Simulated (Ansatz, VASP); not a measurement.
# One calculation of SbAs, two programs

```xyz
2
Lattice="2.0244 1.1688 3.3062 -2.0244 1.1688 3.3062 0.0000 -2.3376 3.3062" Properties=species:S:1:pos:R:3 pbc="T T T"
Sb    0.0000    0.0000    4.9593
As    0.0000    0.0000    0.0000
```

Alike in both runs: functional LDA; k mesh 12 × 12 × 12; occupations fermi-dirac, width 0.05 eV; no spin polarisation.

Ansatz relaxed the structure, and its values are those at the end. VASP's run is a single point on that final structure, the one shown.

|  | VASP | Ansatz |
| --- | --- | --- |
| version | VASP 6.6.1 | Ansatz 0.2.0 |
| potentials or method | VASP PAW LDA potentials, release 64 (Sb, As) | PAW with Ansatz's default frozen-core files, scalar-relativistic |
| plane-wave cutoff (eV) | 520 | 420 |
| valence electrons in the cell | 10 | 30 |

|  | VASP | Ansatz | Ansatz less VASP |
| --- | --- | --- | --- |
| pressure (GPa) | 0.3 | 0.0 | -0.26 |

LDA's correlation is that of Perdew and Zunger in VASP and of Perdew and Wang (1992) in Ansatz. VASP's potentials hold 10 valence electrons a cell and Ansatz's 30, so a difference there can come from the potentials and not from the codes.

Spin-orbit coupling is off throughout.
